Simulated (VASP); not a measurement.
Input of a VASP 6.6.1 run:

Contents of INCAR:

```
  PREC = Accurate
  ENCUT = 520
  EDIFF = 1E-6
  ISMEAR = -1
  SIGMA = 0.1
  LREAL = False
  LASPH = True
  NELM = 100
  ALGO = Normal
  ISIF = 2
  LWAVE = False
  LCHARG = False
  GGA = PS
  NBANDS = 11
```

The input KPOINTS:

```
regular mesh
0
Gamma
  12 12 12
```

File POSCAR:

```
Hf
1.0
    2.9402027278      0.0000000000      0.0000000000
    0.0000000000      2.9402027278      0.0000000000
    0.0000000000      0.0000000000      2.9402027278
Hf
1
Direct
    0.0000000000      0.0000000000      0.0000000000
```

Potentials or basis: VASP PAW PBE potentials, release 64 (Hf_pv).

The run is started by

```sh
$ cat potpaw_PBE.64/Hf_pv/POTCAR > POTCAR
$ mpirun -np 1 vasp_std > vasp.out
```

What does it give for the band gap on the k mesh?

Zero (bands 5 and 6 overlap by 2.24 eV).

What does it give for the pressure?

-5.4 GPa.

Caveat: the cell stands under tension; the PAW data sets were made with another functional, which shifts forces and pressure a little; spin-orbit coupling is left out, which moves the levels of the heavy elements.
